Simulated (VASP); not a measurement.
Write the native input for VASP 6.6.1 that does the following.

| Item | Value |
| --- | --- |
| Task | single point |
| Functional | PBE |
| Potentials or basis | VASP PAW PBE potentials, release 64 (Gd, N) |
| Cutoff | 520 eV |
| k mesh | 5 × 5 × 3 |
| Occupations | gaussian, width 0.15 eV |
| Spin | collinear spin, ferromagnetic start |
| Starting moments | [7.0, 7.0, 0.0, 0.0] μB |
| Dipole correction | no |
| Further INCAR settings | ALGO = Normal; EDIFF = 1e-07; NBANDS = 35 |

The structure of GdN lies in POSCAR:

```
GdN
1.0
    4.0538830018      0.0000000033      0.0000000000
   -2.0269415038      3.5107656618      0.0000000000
    0.0000000000      0.0000000000      5.1005747109
Gd N
2 2
Direct
    0.3333333333      0.6666666667      0.4269411724
    0.6666666667      0.3333333333      0.9269411724
    0.3333333333      0.6666666667     -0.0419411824
    0.6666666667      0.3333333333      0.4580588176
```

The cell was built from a structure type or drawn by symmetry, and may not be a known phase.

The input as run:

INCAR

```
SYSTEM = GdN
PREC = Accurate ; ENCUT = 520
EDIFF = 1E-7 ; ISMEAR = 0
SIGMA = 0.15 ; LREAL = .FALSE.
LASPH = .TRUE. ; NELM = 150
ALGO = Normal ; ISIF = 2
LWAVE = .FALSE. ; LCHARG = .FALSE.
ISPIN = 2 ; MAGMOM = 7 7 0 0
LORBIT = 11 ; LMAXMIX = 6
GGA = PE ; NBANDS = 35
```

KPOINTS

```
Automatic mesh
0
G
  5 5 3
  0 0 0
```

Potentials or basis: VASP PAW PBE potentials, release 64 (Gd, N).

Launch:

```bash
$ cat potpaw_PBE.64/Gd/POTCAR potpaw_PBE.64/N/POTCAR > POTCAR
$ mpirun -np 1 vasp_std > vasp.out
```

It gave:

The pressure is 0.0 GPa, the largest force is 0.006 eV/Å and the band gap on the k mesh is 1.01 eV (least direct gap 1.04 eV). The net moment is 14.00 μB per cell, the site moments are Gd +6.80; N -0.07 μB and the valence electrons inside the program's atomic spheres are Gd 15.25; N 3.66.

Caveat: spin-orbit coupling is left out, which moves the levels of the heavy elements; an odd mesh through Γ misses points on the zone boundary, where band edges can lie; semilocal functionals describe open f shells poorly, which spoils levels, moments and volumes.

It took 6.3 min on 1 thread of Intel(R) Xeon(R) Platinum 8259CL CPU @ 2.50GHz (Skylake/Cascade Lake) (shared host), peak memory 0.23 GiB.
